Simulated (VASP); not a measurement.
Here is a VASP 6.6.1 calculation.

The input INCAR:

```
PREC = Accurate ; ENCUT = 520
EDIFF = 1E-8 ; ISMEAR = -1
SIGMA = 0.08 ; LREAL = False
LASPH = True ; NELM = 100
ALGO = Normal ; ISIF = 2
LWAVE = False ; LCHARG = False
GGA = PS ; LEFG = True
NBANDS = 28
```

Contents of KPOINTS:

```
regular mesh
0
Gamma
  7 7 7
```

The input POSCAR:

```
BaTiO3
1.0
    4.0130884697      0.0000000000      0.0000000000
    0.0000000000      4.0130884697      0.0000000000
    0.0000000000      0.0000000000      4.0313489353
Ba Ti O
1 1 3
Direct
    0.0000000000      0.0000000000      0.0000000000
    0.5000000000      0.5000000000      0.4820000000
    0.5000000000      0.5000000000      0.0160000000
    0.5000000000      0.0000000000      0.5150000000
    0.0000000000      0.5000000000      0.5150000000
```

Potentials or basis: VASP PAW PBE potentials, release 64 (Ba_sv, Ti_sv, O).

Command:

```sh
$ cat potpaw_PBE.64/Ba_sv/POTCAR potpaw_PBE.64/Ti_sv/POTCAR potpaw_PBE.64/O/POTCAR > POTCAR
$ mpirun -np 1 vasp_std > vasp.out
```

(1) What does it give for the pressure?

(2) Predict the largest force.

(3) Estimate the band gap on the k mesh.

Answers

(1) -3.4 GPa.

(2) 0.434 eV/Å.

(3) 1.81 eV (least direct gap 2.05 eV).

Caveat: the cell stands under tension; without QUAD_EFG the Cq values of the log hold for a quadrupole moment of 1 mb, not for the nuclei; the PAW data sets were made with another functional, which shifts forces and pressure a little; spin-orbit coupling is left out, which moves the levels of the heavy elements.
